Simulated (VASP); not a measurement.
## FeSi2: single point with r2SCAN

FeSi2:

```
Fe Si
1.0
     2.78567    0.00000    0.00000
     0.00000    2.78567    0.00000
     0.00000    0.00000    5.20570
Fe Si
1 2
Cartesian
  0.0000 0.0000 0.0000
  1.3928 1.3928 1.3907
  1.3928 1.3928 3.8150
```

```
Program             : VASP 6.6.1
Task                : single point
Functional          : r2SCAN
Potentials or basis : VASP PAW PBE potentials, release 64 (Fe, Si)
Cutoff              : 520 eV
k mesh              : 16 × 16 × 8
Occupations         : gaussian, width 0.1 eV
Spin                : collinear spin, ferromagnetic start
Starting moments    : [0.18, 0.0, 0.0] μB
```

* Pressure: -14.6 GPa
* Largest force: 0.017 eV/Å
* Net moment: 0.22 μB per cell
* Site moments: Fe +0.29; Si -0.01 μB
* Valence electrons inside the program's atomic spheres: Fe 7.65; Si 1.58

Forces in eV/Å, atoms in the order of the input:
```
Fe   0.000  0.000  0.000
Si   0.000  0.000  0.017
Si   0.000  0.000 -0.017
```

Stress tensor (GPa, compression positive):
```
-14.59   0.00   0.00
  0.00 -14.59   0.00
  0.00   0.00 -14.70
```

Levels at points of the mesh, in eV from the Fermi level:
Spin up:
```
           k point  band 4  band 5  band 6  band 7  band 8  band 9  band 10  band 11  band 12  band 13
(0.00, 0.00, 0.00)   -3.49   -1.54   -1.54   -1.46   -0.87    4.22     4.22     7.04     7.38     8.06
(0.50, 0.00, 0.00)   -4.50   -3.62   -2.93   -2.20   -1.15   -0.03     1.26     2.46     8.11     8.18
(0.50, 0.50, 0.00)   -4.44   -4.44   -3.45   -2.01   -0.25    0.11     2.60     3.32     3.32     3.37
(0.00, 0.00, 0.50)   -3.48   -1.97   -1.59   -1.59   -0.87    2.43     5.29     5.29     6.53     6.53
(0.50, 0.00, 0.50)   -5.88   -2.94   -2.28   -2.19   -1.16    0.22     2.40     4.67     5.68     7.94
(0.50, 0.50, 0.50)   -4.89   -3.44   -3.44   -1.65   -0.25    0.60     0.60     1.76     2.27     3.68
```
Spin down:
```csv
k point,band 6,band 7,band 8,band 9,band 10,band 11
"(0.00, 0.00, 0.00)",-1.32,-1.14,-0.78,4.18,4.18,7.01
"(0.50, 0.00, 0.00)",-2.50,-2.14,-0.91,0.62,1.45,2.79
"(0.50, 0.50, 0.00)",-3.46,-1.79,0.07,0.85,2.80,3.32
"(0.00, 0.00, 0.50)",-1.38,-1.38,-0.78,2.67,5.24,5.24
"(0.50, 0.00, 0.50)",-2.13,-1.82,-0.92,1.04,2.38,4.78
"(0.50, 0.50, 0.50)",-3.50,-1.37,0.76,0.76,0.85,1.69
```

Run time: 19 min on 1 thread of Intel Xeon 8259CL (shared host), peak memory 0.39 GiB.

Caveat: the cell stands under tension; the PAW data sets were made with another functional, which shifts forces and pressure a little.
